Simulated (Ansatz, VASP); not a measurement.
## One calculation of GaP, two programs

INCAR

```
PREC     = Accurate       # precision mode
ENCUT    = 600            # plane-wave cutoff, eV
EDIFF    = 1E-7           # SCF threshold, eV
ISMEAR   = -1             # smearing method
SIGMA    = 0.02           # smearing width, eV
LREAL    = F              # projectors in reciprocal space
LASPH    = T              # aspherical terms in the spheres
NELM     = 80             # most SCF steps
ALGO     = Normal         # electronic algorithm
ISIF     = 3              # what is computed and relaxed
LWAVE    = F              # write WAVECAR
LCHARG   = F              # write CHGCAR
GGA      = PE             # functional
IBRION   = 2              # ionic algorithm
NSW      = 80             # ionic steps
EDIFFG   = -0.01          # ionic threshold
```

KPOINTS

```
regular mesh
0
Gamma
  8 8 8
```

The input POSCAR:

```
GaP
1.0
    0.0000000000      2.7252500000      2.7252500000
    2.7252500000      0.0000000000      2.7252500000
    2.7252500000      2.7252500000      0.0000000000
Ga P
1 1
Direct
    0.0000000000      0.0000000000      0.0000000000
    0.2500000000      0.2500000000      0.2500000000
```

Input for Ansatz:

```yaml
crystal:
  lattice:
    - [0.0, 2.72525, 2.72525]
    - [2.72525, 0.0, 2.72525]
    - [2.72525, 2.72525, 0.0]
  atoms:
    - { symbol: Ga, position: [0.0, 0.0, 0.0] }
    - { symbol: P, position: [0.25, 0.25, 0.25] }
  symmetry: { tolerance: 0.0003 }
hamiltonian:
  xc: pbe
  pseudopotentials: { kind: paw, azcp: { folder: soft_1 } }
basis:
  ecutwfc: 420
magnetization:
  spin_polarized: false
scf:
  occupations: { method: fermi_dirac, width: 0.02 }
kpoints:
  mp_grid: { grid: [8, 8, 8], shift: [0, 0, 0] }
output:
  forces: true
  stress: true
  eigenvalues: true
relax:
  max_steps: 60
  cell: {}
```

Alike in both runs: task relaxation of cell and atoms; functional PBE; k mesh 8 × 8 × 8; occupations fermi-dirac, width 0.02 eV; no spin polarisation.

```csv
,VASP,Ansatz
version,VASP 6.6.1,Ansatz 0.2.0
potentials or method,"VASP PAW PBE potentials, release 64 (Ga_d, P), cutoff 600 eV",PAW plane waves
valence electrons in the cell,18,18
```

|  | VASP | Ansatz | Ansatz less VASP |
| --- | --- | --- | --- |
| gap on the k mesh at the Fermi level, each at its own relaxed structure (eV) | 1.58 | 1.58 | +0.003 |
| relaxed volume (Å³/atom) | 20.86 | 20.86 | +0.003 |
| relaxed cell length with the largest relative difference (Å) | 3.893 | 3.893 | +0.0002 |
